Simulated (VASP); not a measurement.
# Ti (P6/mmm) in VASP: further runs

Runs on Ti. Level: PBEsol. Tasks: single point.

Program: VASP 6.6.1. These are calculated values, not measurements. Logs are shortened: lines on timing, memory, paths and dates and some standing lists are left out, and cuts for length are marked.

## 1. The cell of the first run

Symmetry: P6/mmm, No. 191, hexagonal system. Conventional cell: a = 4.515 Å, b = 4.515 Å, c = 2.799 Å, α = 90.00°, β = 90.00°, γ = 120.00°. Within 3.7 Å of Ti (site symmetry 6/mmm) lie 14 Ti at 2.80 to 2.96 Å. Ti (site symmetry -6m2) has 11 Ti at 2.61 to 2.96 Å within 3.4 Å.

This isn't the form of Ti at room conditions, which is hcp.

## 2. Single point, PBEsol

INCAR

```
SYSTEM = Ti
PREC     = Accurate       ! precision mode
ENCUT    = 520            ! plane-wave cutoff, eV
EDIFF    = 1E-6           ! SCF threshold, eV
ISMEAR   = 0              ! smearing method
SIGMA    = 0.1            ! smearing width, eV
LREAL    = .FALSE.        ! projectors in reciprocal space
LASPH    = .TRUE.         ! aspherical terms in the spheres
NELM     = 80             ! most SCF steps
ALGO     = Fast           ! electronic algorithm
ISIF     = 2              ! what is computed and relaxed
LWAVE    = .FALSE.        ! write WAVECAR
LCHARG   = .FALSE.        ! write CHGCAR
GGA      = PS             ! functional
NBANDS   = 25             ! bands
```

KPOINTS

```
regular mesh
0
G
  9 9 12
  0 0 0
```

POSCAR

```
Ti
1.0
    4.5152900626      0.0000000000      0.0000000000
   -2.2576450313      3.9103558997      0.0000000000
    0.0000000000      0.0000000000      2.7987936497
Ti
3
Direct
    0.0000000000      0.0000000000      0.0000000000
    0.3333333333      0.6666666667      0.5000000000
    0.6666666667      0.3333333333      0.5000000000
```

Potentials or basis: VASP PAW PBE potentials, release 64 (Ti_sv).

The run is started by

```bash
$ cat potpaw_PBE.64/Ti_sv/POTCAR > POTCAR
$ mpirun -np 1 vasp_std > vasp.out
```

OUTCAR:

```text
SYSTEM = Ti
   PREC = Accurate
   ENCUT = 520
   EDIFF = 1E-6
   ISMEAR = 0
   LREAL = .FALSE.
   LASPH = .TRUE.
   NELM = 80
   ISIF = 2
   GGA = PS

 ion  position               nearest neighbor table
   1  0.000  0.000  0.000-
   2  0.333  0.667  0.500-   3 2.61   3 2.61   3 2.61
   3  0.667  0.333  0.500-   2 2.61   2 2.61   2 2.61

  LATTYP: Found a hexagonal cell.
 ALAT       =     4.5152900626
 C/A-ratio  =     0.6198480299

  Lattice vectors:

 A1 = (   4.5152900626,   0.0000000000,   0.0000000000)
 A2 = (  -2.2576450313,   3.9103558997,   0.0000000000)
 A3 = (   0.0000000000,   0.0000000000,   2.7987936497)

Analysis of symmetry for initial positions (statically):
=====================================================================
 Subroutine PRICEL returns:
 Original cell was already a primitive cell.

 Routine SETGRP: Setting up the symmetry group for a
 hexagonal supercell.

 Subroutine GETGRP returns: Found 24 space group operations
 (whereof 24 operations were pure point group operations)
 out of a pool of 24 trial point group operations.

The static configuration has the point symmetry D_6h.

Analysis of symmetry for dynamics (positions and initial velocities):
=====================================================================
 Subroutine PRICEL returns:
 Original cell was already a primitive cell.

 Routine SETGRP: Setting up the symmetry group for a
 hexagonal supercell.

 Subroutine GETGRP returns: Found 24 space group operations
 (whereof 24 operations were pure point group operations)
 out of a pool of 24 trial point group operations.

The dynamic configuration has the point symmetry D_6h.

 Subroutine INISYM returns: Found 24 space group operations
 (whereof 24 operations are pure point group operations),
 and found     1 'primitive' translations

----------------------------------------------------------------------------------------

                                     Primitive cell

  volume of cell :      49.4166

  direct lattice vectors                    reciprocal lattice vectors
     4.515290063  0.000000000  0.000000000     0.221469714  0.127865599  0.000000000
    -2.257645031  3.910355900  0.000000000     0.000000000  0.255731198  0.000000000
     0.000000000  0.000000000  2.798793650     0.000000000  0.000000000  0.357296795

  length of vectors
     4.515290063  4.515290063  2.798793650     0.255731198  0.255731198  0.357296795

  position of ions in fractional coordinates (direct lattice)
     0.000000000  0.000000000  0.000000000
     0.333333333  0.666666667  0.500000000
     0.666666667  0.333333333  0.500000000

  ion indices of the primitive-cell ions
   primitive index   ion index
                 1           1
                 2           2
                 3           3

----------------------------------------------------------------------------------------

 KPOINTS: regular mesh

Automatic generation of k-mesh.
 Grid dimensions read from file:
 generate k-points for:    9    9   12

 Generating k-lattice:

  Cartesian coordinates                     Fractional coordinates (reciprocal lattice)
     0.024607746  0.014207289  0.000000000     0.111111111 -0.000000000  0.000000000
     0.000000000  0.028414578  0.000000000     0.000000000  0.111111111  0.000000000
     0.000000000  0.000000000  0.029774733     0.000000000  0.000000000  0.083333333

  Length of vectors
     0.028414578  0.028414578  0.029774733

  Shift w.r.t. Gamma in fractional coordinates (k-lattice)
     0.000000000  0.000000000  0.000000000

 Subroutine IBZKPT returns following result:
 ===========================================

 Found     84 irreducible k-points:

 Following reciprocal coordinates:
            Coordinates               Weight
  0.000000  0.000000  0.000000      1.000000
  0.111111  0.000000  0.000000      6.000000
  0.222222  0.000000  0.000000      6.000000
  0.333333 -0.000000  0.000000      6.000000
  0.444444  0.000000  0.000000      6.000000
  0.111111  0.111111  0.000000      6.000000
[... 16 lines left out ...]
  0.333333  0.222222  0.083333     24.000000
  0.333333  0.333333  0.083333      4.000000
 [... further k-points ...]
   k-points           NKPTS =     84   k-points in BZ     NKDIM =     84   number of bands    NBANDS=     25
   number of dos      NEDOS =    301   number of ions     NIONS =      3
   total plane-waves  NPLWV =  31104
   dimension x,y,z NGX =    36 NGY =   36 NGZ =   24
   dimension x,y,z NGXF=    72 NGYF=   72 NGZF=   48
   ions per type =               3
   NGX,Y,Z   is equivalent  to a cutoff of  13.25, 13.25, 14.26 a.u.
   NGXF,Y,Z  is equivalent  to a cutoff of  26.51, 26.51, 28.51 a.u.
 SYSTEM =  Ti
   PREC   = accura    normal or accurate (medium, high low for compatibility)
   ISTART =      0    job   : 0-new  1-cont  2-samecut
   ICHARG =      2    charge: 1-file 2-atom 10-const
   ISPIN  =      1    spin polarized calculation?
   LNONCOLLINEAR =      F non collinear calculations
   LSORBIT =      F    spin-orbit coupling
   LASPH  =      T    aspherical Exc in radial PAW
   ENCUT  =  520.0 eV  38.22 Ry    6.18 a.u.   8.40  8.40  5.20*2*pi/ulx,y,z
   NELM   =     80;   NELMIN=  2; NELMDL= -5     # of ELM steps
   EDIFF  = 0.1E-05   stopping-criterion for ELM
   LREAL  =      F    real-space projection
[... 7 lines left out ...]
   TEBEG  =    0.0;   TEEND  =   0.0 temperature during run
   PSTRESS=    0.0 pullay stress
   NELECT =      36.0000    total number of electrons
   NUPDOWN=      -1.0000    fix difference up-down
   EMIN   =  10.00;   EMAX   =-10.00  energy-range for DOS
   EFERMI =   0.00;   METHOD = LEGACY
   ISMEAR =     0;   SIGMA  =   0.10  broadening in eV -4-tet -1-fermi 0-gaus
   EFERMI_NEDOS =   21; number of points for ismear=-14 and -15
   IALGO  =     68    algorithm
   IMIX   =      4    mixing-type and parameters
     AMIX     =   0.40;   BMIX     =  1.00
     AMIX_MAG =   1.60;   BMIX_MAG =  1.00
  volume/ion in A,a.u.               =      16.47       111.16
  Fermi-wavevector in a.u.,A,eV,Ry     =   1.473052  2.783665 29.523037  2.169882
  Thomas-Fermi vector in A             =   2.587992
   LORBIT       =      0    0 simple, 1 ext, 2 COOP (PROOUT), +10 PAW based schemes
   GGA     = PS    functional components
   LHFCALC =     F    Hartree Fock is set to
   AEXX    =    0.0000 exact exchange contribution
   IVDW    =     0    specifies the selected vdW correction
   LEPSILON=     F    determine dielectric tensor
   LRPA    =     F    only Hartree local field effects (RPA)
 non-spin polarized calculation
 RMM-DIIS sequential band-by-band and
 Gauss-broadening in eV      SIGMA  =   0.10
  energy-cutoff  :      520.00
  volume of cell :       49.42
 maximum number of plane-waves:      1366
 NGX is ok and might be reduce to    36

 number of electron      36.0000008 magnetization

 Free energy of the ion-electron system (eV)
  ---------------------------------------------------
  ext. energy  EPLUGINS =         0.00000000
  ---------------------------------------------------
  free energy    TOTEN  =       -25.06676876 eV

  energy without entropy =      -25.05436191  energy(sigma->0) =      -25.06056534

 E-fermi :   8.6596     XC(G=0): -11.8911

 val. band max:        8.6543105194   @ k =   0.3333   0.1111   0.0000
 cond. band min:       8.6671201073   @ k =   0.4444   0.0000   0.1667
 fundamental gap:      0.0128095880
 Fermi energy:         8.6596262343

 k-point     1 :       0.0000    0.0000    0.0000
  band No.  band energies     occupation
      1     -47.9274      2.00000
      2     -47.6608      2.00000
      3     -47.4713      2.00000
      4     -24.3567      2.00000
      5     -24.3567      2.00000
      6     -24.2660      2.00000
[... 17 lines left out ...]
     24      10.6212      0.00000
     25      10.6322      0.00000

 k-point     2 :       0.1111    0.0000    0.0000
  band No.  band energies     occupation
      1     -47.9251      2.00000
      2     -47.6577      2.00000
      3     -47.4770      2.00000
      4     -24.4066      2.00000
      5     -24.3946      2.00000
      6     -24.2149      2.00000
[... 17 lines left out ...]
     24      10.3072      0.00000
     25      10.9427      0.00000

 k-point     3 :       0.2222    0.0000    0.0000
  band No.  band energies     occupation
      1     -47.9192      2.00000
      2     -47.6480      2.00000
      3     -47.4931      2.00000
      4     -24.4746      2.00000
      5     -24.4155      2.00000
      6     -24.1441      2.00000
[... 17 lines left out ...]
     24      10.4178      0.00000
     25      11.3123      0.00000

 k-point     4 :       0.3333   -0.0000    0.0000
  band No.  band energies     occupation
      1     -47.9129      2.00000
      2     -47.6321      2.00000
      3     -47.5160      2.00000
      4     -24.5267      2.00000
      5     -24.3892      2.00000
      6     -24.0885      2.00000
[... 17 lines left out ...]
     24      10.8458      0.00000
     25      11.4479      0.00000
[... 477 lines left out ...]
 k-point    22 :       0.2222    0.2222    0.0833
  band No.  band energies     occupation
      1     -47.9060      2.00000
      2     -47.6168      2.00000
      3     -47.5258      2.00000
      4     -24.4539      2.00000
      5     -24.4357      2.00000
      6     -24.1793      2.00000
[... 17 lines left out ...]
     24      10.9881      0.00000
     25      11.1233      0.00000

 k-point    23 :       0.3333    0.2222    0.0833
  band No.  band energies     occupation
      1     -47.9034      2.00000
      2     -47.5966      2.00000
      3     -47.5489      2.00000
      4     -24.4608      2.00000
      5     -24.3752      2.00000
      6     -24.2589      2.00000
[... 17 lines left out ...]
     24      10.7421      0.00000
     25      11.3682      0.00000

 k-point    24 :       0.3333    0.3333    0.0833
  band No.  band energies     occupation
      1     -47.9026      2.00000
      2     -47.5732      2.00000
      3     -47.5732      2.00000
      4     -24.3804      2.00000
      5     -24.3804      2.00000
      6     -24.3544      2.00000
[... 17 lines left out ...]
     24      10.5984      0.00000
     25      11.6353      0.00000

 [... further k-points ...]

------------------------ aborting loop because EDIFF is reached ----------------------------------------

  FORCE on cell =-STRESS in cart. coord.  units (eV):
  Direction    XX          YY          ZZ          XY          YZ          ZX
  --------------------------------------------------------------------------------------
  -------------------------------------------------------------------------------------
  Total       -0.1184872     -0.1184872     -0.1011336      0.0000000      0.0000000     -0.0000000
  in kB       -3.8415746     -3.8415746     -3.2789376      0.0000000      0.0000000     -0.0000000
  external PRESSURE =      -3.6540290 kB  Pullay stress =       0.0000000 kB

 VOLUME and BASIS-vectors are now :
 -----------------------------------------------------------------------------
  energy-cutoff  :      520.00
  volume of cell :       49.42
      direct lattice vectors                 reciprocal lattice vectors
     4.515290063  0.000000000  0.000000000     0.221469714  0.127865599  0.000000000
    -2.257645031  3.910355900  0.000000000     0.000000000  0.255731198  0.000000000
     0.000000000  0.000000000  2.798793650     0.000000000  0.000000000  0.357296795

 POSITION                                       TOTAL-FORCE (eV/Angst)
 -----------------------------------------------------------------------------------
      0.00000      0.00000      0.00000        -0.000000      0.000000     -0.000000
     -0.00000      2.60690      1.39940         0.000000      0.000000     -0.000000
      2.25765      1.30345      1.39940         0.000000      0.000000      0.000000
 -----------------------------------------------------------------------------------
    total drift:                                0.000000      0.000000     -0.000000

  FREE ENERGIE OF THE ION-ELECTRON SYSTEM (eV)
  ---------------------------------------------------
  free  energy   TOTEN  =       -25.0667687635 eV

  energy  without entropy=      -25.0543619086  energy(sigma->0) =      -25.06056534
```

It took 4.8 min on 1 thread of AMD EPYC 9R45 (Zen 5), shared host; peak memory 0.19 GiB.

What came out:

* Free energy: -25.0668 eV
* Pressure: -0.4 GPa
* Band gap on the k mesh: zero (bands 18 and 19 overlap by 0.31 eV)

Levels at points of the mesh, in eV from the Fermi level:
| k point | band 14 | band 15 | band 16 | band 17 | band 18 | band 19 | band 20 | band 21 | band 22 | band 23 |
| --- | --- | --- | --- | --- | --- | --- | --- | --- | --- | --- |
| (0.00, 0.00, 0.00) | -2.06 | -0.71 | -0.71 | -0.61 | -0.61 | -0.01 | 0.71 | 1.34 | 1.34 | 1.88 |
| (0.00, 0.00, 0.50) | -2.21 | -2.21 | -1.73 | -1.70 | -1.70 | 1.09 | 1.09 | 1.31 | 1.31 | 3.09 |

Caveat: the PAW data sets were made with another functional, which shifts forces and pressure a little.

## 3. Single point, PBEsol

This run uses another cell than the first one: it holds 9 atoms, not 3.

INCAR

```
  PREC = Accurate
  ENCUT = 500
  EDIFF = 1E-6
  ISMEAR = 0
  SIGMA = 0.15
  LREAL = False
  LASPH = True
  NELM = 120
  ALGO = Normal
  ISIF = 2
  LWAVE = False
  LCHARG = False
  GGA = PS
  NBANDS = 64
  GGA_COMPAT = False
  KPAR = 4
```

KPOINTS

```
regular mesh
0
Gamma
  12 12 12
```

POSCAR

```
Ti
1.0
    4.5152900513      0.0000000000     -2.7987936488
   -2.2576450256     -3.9103558898     -2.7987936488
   -2.2576450256      3.9103558898     -2.7987936488
Ti
9
Direct
    0.3333333333      0.3333333333      0.3333333333
    1.0000000000      1.0000000000      0.0000000000
    0.6666666667      0.6666666667      0.6666666667
    0.5000000000      0.1666666667      0.8333333333
    0.1666666667      0.8333333333      0.5000000000
    0.8333333333      0.5000000000      0.1666666667
    0.8333333333      0.1666666667      0.5000000000
    0.5000000000      0.8333333333      0.1666666667
    0.1666666667      0.5000000000      0.8333333333
```

Potentials or basis: VASP PAW PBE potentials, release 64 (Ti_sv).

The run is started by

```bash
$ cat potpaw_PBE.64/Ti_sv/POTCAR > POTCAR
$ mpirun -np 4 vasp_std > vasp.out
```

It took 3.6 min on 4 MPI ranks of Intel Xeon 6975P-C (Granite Rapids), shared host; peak memory 1 GiB.

It converged, with:

- Free energy: -75.2222 eV
- Pressure: -0.3 GPa
- Band gap on the k mesh: zero (bands 54 and 55 overlap by 0.38 eV)

Stress tensor (GPa, compression positive):
```
-0.33  0.00  0.00
 0.00 -0.33  0.00
 0.00  0.00 -0.24
```

Levels at points of the mesh, in eV from the Fermi level:
| k point | band 51 | band 52 | band 53 | band 54 | band 55 | band 56 | band 57 | band 58 |
| --- | --- | --- | --- | --- | --- | --- | --- | --- |
| (0.00, 0.00, 0.00) | -0.56 | -0.56 | -0.56 | -0.56 | -0.01 | 0.02 | 0.02 | 0.02 |
| (0.50, 0.00, 0.00) | -0.68 | -0.66 | -0.55 | -0.55 | 0.36 | 0.72 | 0.72 | 0.74 |
| (0.50, 0.50, 0.00) | -0.64 | -0.44 | -0.42 | -0.37 | 0.05 | 0.57 | 0.58 | 0.58 |
| (0.50, 0.50, 0.50) | -0.08 | -0.08 | -0.08 | -0.08 | 0.11 | 0.11 | 0.11 | 0.11 |

Caveat: the PAW data sets were made with another functional, which shifts forces and pressure a little.

[end of part 1 of 2]
